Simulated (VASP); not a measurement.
# SnO2 (P4_2/mnm) in VASP: notebook, part 2 of 2

VASP 6.6.1. The steps go on from the part before.

### 4 Single point, PBEsol+D4

This run uses another cell than the first one, of 12.05 Å³/atom.

Contents of INCAR:

```
  ALGO = Normal
  EDIFF = 1E-7
  ENCUT = 520
  GGA = PS
  ISIF = 2
  ISMEAR = -1
  IVDW = 13
  LASPH = T
  LCHARG = F
  LREAL = F
  LWAVE = F
  NBANDS = 35
  NELM = 100
  PREC = Accurate
  SIGMA = 0.05
```

Contents of KPOINTS:

```
k-points
0
Gamma
  6 6 8
```

Contents of POSCAR:

```
SnO2
1.0
    4.7493804759      0.0000000000      0.0000000000
    0.0000000000      4.7493804759      0.0000000000
    0.0000000000      0.0000000000      3.2059150947
Sn O
2 4
Direct
    0.5000000000      0.5000000000      0.5000000000
    0.0000000000      0.0000000000      0.0000000000
    0.8061133213      0.1938866787      0.5000000000
    0.6938866787      0.6938866787      0.0000000000
    0.1938866787      0.8061133213      0.5000000000
    0.3061133213      0.3061133213      0.0000000000
```

The run is started by

```console
> cat potpaw_PBE.64/Sn_d/POTCAR potpaw_PBE.64/O/POTCAR > POTCAR
> mpirun -np 1 vasp_std > vasp.out
```

Wall time 64 s (1 thread of AMD EPYC 9R45 (Zen 5), shared host); peak memory 0.2 GiB.

It converged, with:

```
Free energy                : -40.5748 eV
Pressure                   : 0.7 GPa
Largest force              : 0.015 eV/Å
Band gap on the k mesh     : 1.02 eV
Dispersion energy per atom : -0.152 eV
```

Forces on the atoms (eV/Å):
```
Sn   0.000  0.000  0.000
Sn   0.000  0.000  0.000
O   -0.011  0.011  0.000
O    0.011  0.011  0.000
O    0.011 -0.011  0.000
O   -0.011 -0.011  0.000
```

Stress tensor (GPa, compression positive):
```
0.57 0.00 0.00
0.00 0.57 0.00
0.00 0.00 0.89
```

Levels at points of the mesh, in eV from the valence-band top:
```csv
k point,band 24,band 25,band 26,band 27,band 28,band 29
"(0.00, 0.00, 0.00)",-0.79,-0.79,0.00,1.02,5.93,6.07
"(0.50, 0.00, 0.00)",-1.22,-0.64,-0.64,4.24,4.24,6.84
"(0.50, 0.50, 0.00)",-1.35,-0.90,-0.90,4.64,4.64,7.29
"(0.00, 0.00, 0.50)",-1.67,-1.26,-1.26,5.98,5.98,9.51
"(0.50, 0.00, 0.50)",-1.10,-0.72,-0.72,6.26,6.26,7.83
"(0.50, 0.50, 0.50)",-0.97,-0.83,-0.83,4.64,4.64,8.67
```

Caveat: the PAW data sets were made with another functional, which shifts forces and pressure a little; spin-orbit coupling is left out, which moves the levels of the heavy elements.

### 5 Single point, PBEsol

This run uses another cell than the first one, of 12.18 Å³/atom.

Contents of INCAR:

```
SYSTEM = SnO2
  PREC = Accurate
  ENCUT = 520
  EDIFF = 1E-6
  ISMEAR = -1
  SIGMA = 0.05
  LREAL = .False.
  LASPH = .True.
  NELM = 80
  ALGO = Normal
  ISIF = 2
  LWAVE = .False.
  LCHARG = .True.
  GGA = PS
  LELF = .True.
  LVHAR = .True.
  NBANDS = 35
```

Contents of KPOINTS:

```
regular mesh
0
Gamma
  6 6 8
  0 0 0
```

Contents of POSCAR:

```
SnO2
1.0
    4.7689954795      0.0000000000      0.0000000000
    0.0000000000      4.7689954795      0.0000000000
    0.0000000000      0.0000000000      3.2120660502
Sn O
2 4
Direct
    0.5000000000      0.5000000000      0.5000000000
    0.0000000000      0.0000000000      0.0000000000
    0.8062762791      0.1937237209      0.5000000000
    0.6937237209      0.6937237209      0.0000000000
    0.1937237209      0.8062762791      0.5000000000
    0.3062762791      0.3062762791      0.0000000000
```

Potentials or basis: VASP PAW PBE potentials, release 64 (Sn_d, O).

The run is started by

```console
> cat potpaw_PBE.64/Sn_d/POTCAR potpaw_PBE.64/O/POTCAR > POTCAR
> mpirun -np 1 vasp_std > vasp.out
```

OUTCAR:

```text
SYSTEM = SnO2
   PREC = Accurate
   ENCUT = 520
   EDIFF = 1E-6
   ISMEAR = -1
   LREAL = .False.
   LASPH = .True.
   NELM = 80
   ISIF = 2
   GGA = PS

 ion  position               nearest neighbor table
   1  0.500  0.500  0.500-   3 2.07   5 2.07   4 2.07   6 2.07   4 2.07   6 2.07   2 3.74   2 3.74
                             2 3.74   2 3.74   2 3.74   2 3.74   2 3.74   2 3.74
   2  0.000  0.000  0.000-   4 2.07   6 2.07   5 2.07   3 2.07   3 2.07   5 2.07   1 3.74   1 3.74
                             1 3.74   1 3.74   1 3.74   1 3.74   1 3.74   1 3.74
   3  0.806  0.194  0.500-   1 2.07   2 2.07   2 2.07
[... 1125 lines left out ...]
  Total        0.2551973      0.2551973      0.3952827     -0.0000000      0.0000000      0.0000000
  in kB        5.5969097      5.5969097      8.6692205     -0.0000000      0.0000000      0.0000000
  external PRESSURE =       6.6210133 kB  Pullay stress =       0.0000000 kB

 VOLUME and BASIS-vectors are now :
 -----------------------------------------------------------------------------
  energy-cutoff  :      520.00
  volume of cell :       73.05
      direct lattice vectors                 reciprocal lattice vectors
     4.768995480  0.000000000  0.000000000     0.209687764  0.000000000  0.000000000
     0.000000000  4.768995480  0.000000000     0.000000000  0.209687764  0.000000000
     0.000000000  0.000000000  3.212066050     0.000000000  0.000000000  0.311326101

 POSITION                                       TOTAL-FORCE (eV/Angst)
 -----------------------------------------------------------------------------------
      2.38450      2.38450      1.60603         0.000000      0.000000      0.000000
      0.00000      0.00000      0.00000         0.000000      0.000000      0.000000
      3.84513      0.92387      1.60603        -0.010821      0.010821      0.000000
      3.30837      3.30837      0.00000         0.010821      0.010821      0.000000
      0.92387      3.84513      1.60603         0.010821     -0.010821      0.000000
      1.46063      1.46063      0.00000        -0.010821     -0.010821     -0.000000
 -----------------------------------------------------------------------------------
    total drift:                               -0.000000      0.000000      0.000000

  FREE ENERGIE OF THE ION-ELECTRON SYSTEM (eV)
  ---------------------------------------------------
  free  energy   TOTEN  =       -39.6699157820 eV

  energy  without entropy=      -39.6699147784  energy(sigma->0) =      -39.66991528
```

stdout:

```text
POSCAR found type information on POSCAR SnO
 POSCAR found :  2 types and       6 ions
 scaLAPACK will be used
 -----------------------------------------------------------------------------
|                                                                             |
|                                                                             |
|     You enforced a specific xc type in the INCAR file but a different       |
|     I HOPE YOU KNOW WHAT YOU ARE DOING!                                     |
|                                                                             |
 -----------------------------------------------------------------------------

 LDA part: xc-table for (Slater+PW92), standard interpolation
 POSCAR, INCAR and KPOINTS ok, starting setup
 FFT: planning ... GRIDC
 FFT: planning ... GRID_SOFT
 FFT: planning ... GRID
 WAVECAR not read
 entering main loop
```

Run time: 63 s. Hardware: 1 thread of AMD EPYC 9R45 (Zen 5), shared host; peak memory 0.2 GiB.

What came out:

- Free energy: -39.6699 eV
- Pressure: 0.7 GPa
- Largest force: 0.015 eV/Å
- Band gap on the k mesh: 0.91 eV

Forces in eV/Å, atoms in the order of the input:
```
Sn   0.000  0.000  0.000
Sn   0.000  0.000  0.000
O   -0.011  0.011  0.000
O    0.011  0.011  0.000
O    0.011 -0.011  0.000
O   -0.011 -0.011  0.000
```

Stress tensor (GPa, compression positive):
```
0.56 0.00 0.00
0.00 0.56 0.00
0.00 0.00 0.87
```

Caveat: the PAW data sets were made with another functional, which shifts forces and pressure a little; spin-orbit coupling is left out, which moves the levels of the heavy elements.

### 6 Relaxation of cell and atoms, PBEsol+D3(BJ)

This run uses another cell than the first one, of 11.92 Å³/atom.

Contents of INCAR:

```
SYSTEM = SnO2
  PREC = Accurate
  ENCUT = 600
  EDIFF = 1E-7
  ISMEAR = -1
  SIGMA = 0.05
  LREAL = .False.
  LASPH = .True.
  NELM = 60
  ALGO = Normal
  ISIF = 3
  LWAVE = .False.
  LCHARG = .False.
  GGA = PS
  IVDW = 12
  IBRION = 2
  NSW = 60
  EDIFFG = -0.01
```

Contents of KPOINTS:

```
Automatic mesh
0
Gamma
  6 6 8
  0 0 0
```

Contents of POSCAR:

```
SnO2
1.0
    4.7380000000      0.0000000000      0.0000000000
    0.0000000000      4.7380000000      0.0000000000
    0.0000000000      0.0000000000      3.1865000000
Sn O
2 4
Direct
    0.5000000000      0.5000000000      0.5000000000
    0.0000000000      0.0000000000      0.0000000000
    0.8071000000      0.1929000000      0.5000000000
    0.6929000000      0.6929000000      0.0000000000
    0.1929000000      0.8071000000      0.5000000000
    0.3071000000      0.3071000000      0.0000000000
```

Potentials or basis: VASP PAW PBE potentials, release 64 (Sn_d, O).

The run is started by

```console
> cat potpaw_PBE.64/Sn_d/POTCAR potpaw_PBE.64/O/POTCAR > POTCAR
> mpirun -np 1 vasp_std > vasp.out
```

Wall time 3.8 min (1 thread of AMD EPYC 9R45 (Zen 5), shared host); peak memory 0.26 GiB.

It converged, with:

```
Free energy                           : -40.8157 eV
Relaxed volume                        : 12.04 Å³/atom
Relaxed cell                          : a = 4.747 Å, b = 4.747 Å, c = 3.207 Å, α = 90.00°, β = 90.00°, γ = 90.00°
Space group after relaxing (to 0.1 Å) : P4_2/mnm (No. 136)
Energy gained by relaxing             : 1.8 meV/atom
Ionic steps                           : 4
Pressure after relaxing               : 0.0 GPa
Band gap on the k mesh                : 1.02 eV
Dispersion energy per atom            : -0.191 eV
```

Forces in eV/Å, atoms in the order of the input:
```
Sn   0.000  0.000  0.000
Sn   0.000  0.000  0.000
O    0.002 -0.002  0.000
O   -0.002 -0.002  0.000
O   -0.002  0.002  0.000
O    0.002  0.002  0.000
```

The path:
| step | energy change (eV) | largest force (eV/Å) | pressure (GPa) | volume (Å³) |
| --- | --- | --- | --- | --- |
| 1 | 0.0000 | 0.2260 | 2.60 | 71.53 |
| 2 | 0.0065 | 0.1446 | -3.68 | 73.55 |
| 3 | -0.0101 | 0.0548 | -0.27 | 72.40 |
| 4 | -0.0106 | 0.0027 | 0.00 | 72.26 |

Final structure:
```yaml
crystal:
  lattice:
    - [4.74681, 0.00000, 0.00000]
    - [0.00000, 4.74681, 0.00000]
    - [0.00000, 0.00000, 3.20714]
  atoms:
    - { symbol: Sn, position: [0.50000, 0.50000, 0.50000] }
    - { symbol: Sn, position: [0.00000, 0.00000, 0.00000] }
    - { symbol: O, position: [0.80600, 0.19400, 0.50000] }
    - { symbol: O, position: [0.69400, 0.69400, 0.00000] }
    - { symbol: O, position: [0.19400, 0.80600, 0.50000] }
    - { symbol: O, position: [0.30600, 0.30600, 0.00000] }
```

Levels at points of the mesh, in eV from the valence-band top:
| k point | band 22 | band 23 | band 24 | band 25 | band 26 | band 27 | band 28 | band 29 | band 30 | band 31 |
| --- | --- | --- | --- | --- | --- | --- | --- | --- | --- | --- |
| (0.00, 0.00, 0.00) | -1.27 | -1.27 | -0.78 | -0.78 | 0.00 | 1.02 | 5.93 | 6.07 | 6.07 | 10.21 |
| (0.50, 0.00, 0.00) | -2.00 | -1.23 | -1.23 | -0.64 | -0.64 | 4.24 | 4.24 | 6.84 | 6.84 | 10.78 |
| (0.50, 0.50, 0.00) | -2.02 | -1.35 | -1.35 | -0.90 | -0.90 | 4.65 | 4.65 | 7.30 | 7.30 | 10.81 |
| (0.00, 0.00, 0.50) | -2.67 | -1.68 | -1.68 | -1.26 | -1.26 | 5.99 | 5.99 | 9.52 | 9.52 | 10.41 |
| (0.50, 0.00, 0.50) | -1.76 | -1.10 | -1.10 | -0.72 | -0.72 | 6.27 | 6.27 | 7.84 | 7.84 | 10.76 |
| (0.50, 0.50, 0.50) | -2.42 | -0.96 | -0.96 | -0.83 | -0.83 | 4.64 | 4.64 | 8.68 | 8.68 | 10.76 |

Caveat: the PAW data sets were made with another functional, which shifts forces and pressure a little; spin-orbit coupling is left out, which moves the levels of the heavy elements. A hybrid or GW would open this gap; PBEsol tends to underestimate it.

### 7 Summary

```tsv
task	level	cell	cutoff (eV)	gap on the mesh (eV)	pressure (GPa)	largest force (eV/Å)
single point	PBEsol+D3(BJ)	a = 4.744, b = 4.744, c = 3.204 Å, 6 atoms, atomic positions A	520	1.05	0.7	0.01
single point	PBEsol+D3(BJ)	a = 4.747, b = 4.747, c = 3.205 Å, 6 atoms, atomic positions A	520	1.03	0.3	0.01
single point	PBEsol+D4	a = 4.749, b = 4.749, c = 3.206 Å, 6 atoms, atomic positions A	520	1.02	0.7	0.01
single point	PBEsol	a = 4.769, b = 4.769, c = 3.212 Å, 6 atoms, atomic positions B	520	0.91	0.7	0.02
relaxation of cell and atoms	PBEsol+D3(BJ)	relaxed from a = 4.738, b = 4.738, c = 3.187 Å, 6 atoms, atomic positions C	600	1.02	0.0	-
```

Alike in all rows: potentials or basis VASP PAW PBE potentials, release 64 (Sn_d, O); no spin polarisation; k mesh 6 × 6 × 8; smearing fermi-dirac 0.05 eV.

Caveats: the PAW data sets were made with another functional, which shifts forces and pressure a little; spin-orbit coupling is left out, which moves the levels of the heavy elements; three body term missing (at least some runs).

Absolute energies hang on the potentials; compare differences alone.
